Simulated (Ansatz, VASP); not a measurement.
**CdTe in VASP and in Ansatz**

INCAR

```
SYSTEM = CdTe
ALGO     = Normal         ! electronic algorithm
EDIFF    = 1E-6           ! SCF threshold, eV
ENCUT    = 520            ! plane-wave cutoff, eV
ISIF     = 2              ! what is computed and relaxed
ISMEAR   = -1             ! smearing method
LASPH    = .TRUE.         ! aspherical terms in the spheres
LCHARG   = .FALSE.        ! write CHGCAR
LREAL    = .FALSE.        ! projectors in reciprocal space
LWAVE    = .FALSE.        ! write WAVECAR
NBANDS   = 16             ! bands
NELM     = 80             ! most SCF steps
PREC     = Accurate       ! precision mode
SIGMA    = 0.2            ! smearing width, eV
```

File KPOINTS:

```
k-points
0
G
  8 8 8
  0 0 0
```

Contents of POSCAR:

```
CdTe
1.0
    0.0000000000      3.2050000000      3.2050000000
    3.2050000000      0.0000000000      3.2050000000
    3.2050000000      3.2050000000      0.0000000000
Cd Te
1 1
Direct
    0.0000000000      0.0000000000      0.0000000000
    0.7500000000      0.7500000000      0.7500000000
```

Input for Ansatz:

```yaml
crystal:
  lattice:
    - [0.0, 3.205, 3.205]
    - [3.205, 0.0, 3.205]
    - [3.205, 3.205, 0.0]
  atoms:
    - { symbol: Cd, position: [0.0, 0.0, 0.0] }
    - { symbol: Te, position: [0.75, 0.75, 0.75] }
basis:
  ecutwfc: 420
kpoints:
  mp_grid: { grid: [8, 8, 8] }
hamiltonian:
  xc: lda
scf:
  occupations: { method: fermi_dirac, width: 0.2 }
output:
  forces: true
  stress: true
  eigenvalues: true
```

Alike in both runs: task single point; functional LDA; k mesh 8 × 8 × 8; occupations fermi-dirac, width 0.2 eV; no spin polarisation.

```csv
,VASP,Ansatz
version,VASP 6.6.1,Ansatz 0.2.0
potentials or method,"VASP PAW LDA potentials, release 64 (Cd, Te), cutoff 520 eV","scalar-relativistic, plane waves, PAW"
valence electrons in the cell,18,36
```

|  | VASP | Ansatz | Ansatz less VASP |
| --- | --- | --- | --- |
| pressure (GPa) | 0.3 | 0.0 | -0.27 |

LDA's correlation is that of Perdew and Zunger in VASP and of Perdew and Wang (1992) in Ansatz. VASP's potentials hold 18 valence electrons a cell and Ansatz's 36, so a difference there can come from the potentials and not from the codes.

Neither program's run includes spin-orbit coupling.
